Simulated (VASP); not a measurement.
Crystal: TaAs.

```
CELL_PARAMETERS angstrom
3.44683 0.00000 0.00000
0.00000 3.44683 0.00000
0.00000 0.00000 3.63102
ATOMIC_POSITIONS crystal
Ta 0.50000 0.50000 0.00000
As 0.00000 0.00000 0.50000
```

- Program: VASP 6.6.1
- Task: relaxation of cell and atoms
- Functional: PBE
- Potentials or basis: VASP PAW PBE potentials, release 64 (Ta_pv, As)
- Cutoff: 600 eV
- k mesh: 6 × 6 × 6
- Occupations: gaussian, width 0.1 eV
- Spin: no spin polarisation

At the start: pressure -25.5 GPa; volume 21.57 Å³/atom.

**Question.** Where does the relaxation end?

**Answer.** Over 6 steps the energy falls by 512.0 meV/atom and the volume is 16.68 Å³/atom (-22.7 %); space group Pm-3m (No. 221, to 0.05 Å).

The path:
```
step  energy change (eV)  largest force (eV/Å)  pressure (GPa)  volume (Å³)
   1              0.0000                0.0000          -25.48        43.14
   2              0.9130                0.0000           96.39        25.04
   3             -1.0081                0.0000           -2.62        33.90
   4             -1.0131                0.0000           -0.62        33.51
   5             -1.0138                0.0000            0.39        33.32
   6             -1.0241                0.0000            0.13        33.36
```

Final structure:
```yaml
crystal:
  lattice:
    - [3.22051, 0.00000, 0.00000]
    - [0.00000, 3.22051, 0.00000]
    - [0.00000, 0.00000, 3.21679]
  atoms:
    - { symbol: Ta, position: [0.50000, 0.50000, 0.00000] }
    - { symbol: As, position: [0.00000, 0.00000, 0.50000] }
```

Caveat: the volume moved by over 15 % at a fixed basis, so the end points are rough.
